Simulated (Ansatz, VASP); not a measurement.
Two plane-wave programs on GaN

```
Ga N
1.0
     0.00000    2.25350    2.25350
     2.25350    0.00000    2.25350
     2.25350    2.25350    0.00000
Ga N
1 1
Direct
  0.00000 0.00000 0.00000
  0.25000 0.25000 0.25000
```

Alike in both runs: task relaxation of cell and atoms; functional PBE; k mesh 10 × 10 × 10; occupations gaussian, width 0.02 eV; no spin polarisation.

|  | VASP | Ansatz |
| --- | --- | --- |
| version | VASP 6.6.1 | Ansatz 0.2.0 |
| potentials or method | VASP PAW PBE potentials, release 64 (Ga_d, N), cutoff 600 eV | scalar-relativistic, plane waves, PAW |
| valence electrons in the cell | 18 | 18 |

|  | VASP | Ansatz | Ansatz less VASP |
| --- | --- | --- | --- |
| gap on the k mesh at the Fermi level, each at its own relaxed structure (eV) | 1.55 | 1.54 | -0.007 |
| relaxed volume (Å³/atom) | 11.76 | 11.76 | +0.002 |
| relaxed length of the cell vector where the two differ most in proportion (Å) | 3.216 | 3.216 | +0.0002 |
